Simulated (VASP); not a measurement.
A run of VASP 6.6.1 is set up as follows.

INCAR

```
SYSTEM = BaTiO3
PREC = Accurate ; ENCUT = 520
EDIFF = 1E-6 ; ISMEAR = 1
SIGMA = 0.05 ; LREAL = .FALSE.
LASPH = .TRUE. ; NELM = 150
ALGO = Normal ; ISIF = 2
LWAVE = .FALSE. ; LCHARG = .TRUE.
LMAXMIX = 4 ; LDAU = .TRUE.
LDAUTYPE = 2 ; LDAUL = -1 2 -1
LDAUU = 0 4 0 ; LDAUJ = 0 0 0
LDAUPRINT = 1 ; GGA = PE
LELF = .TRUE. ; LVHAR = .TRUE.
NBANDS = 28
```

The input KPOINTS:

```
Automatic mesh
0
G
  6 6 6
  0 0 0
```

Contents of POSCAR:

```
BaTiO3
1.0
    3.9998000000      0.0000000000      0.0000000000
    0.0000000000      3.9998000000      0.0000000000
    0.0000000000      0.0000000000      4.0180000000
Ba Ti O
1 1 3
Direct
    0.0000000000      0.0000000000      0.0000000000
    0.5000000000      0.5000000000      0.4900000000
    0.5000000000      0.5000000000      0.0190000000
    0.5000000000      0.0000000000      0.5170000000
    0.0000000000      0.5000000000      0.5170000000
```

Potentials or basis: VASP PAW PBE potentials, release 64 (Ba_sv, Ti_sv, O).

The run is started by

```bash
$ cat potpaw_PBE.64/Ba_sv/POTCAR potpaw_PBE.64/Ti_sv/POTCAR potpaw_PBE.64/O/POTCAR > POTCAR
$ mpirun -np 1 vasp_std > vasp.out
```

(1) Predict the largest force.

(2) What does it give for the band gap on the k mesh?

(3) What does it give for the pressure?

Results:

(1) 0.470 eV/Å.

(2) 2.25 eV, indirect (least direct gap 2.56 eV).

(3) 7.5 GPa.

Caveat: spin-orbit coupling is left out, which moves the levels of the heavy elements.
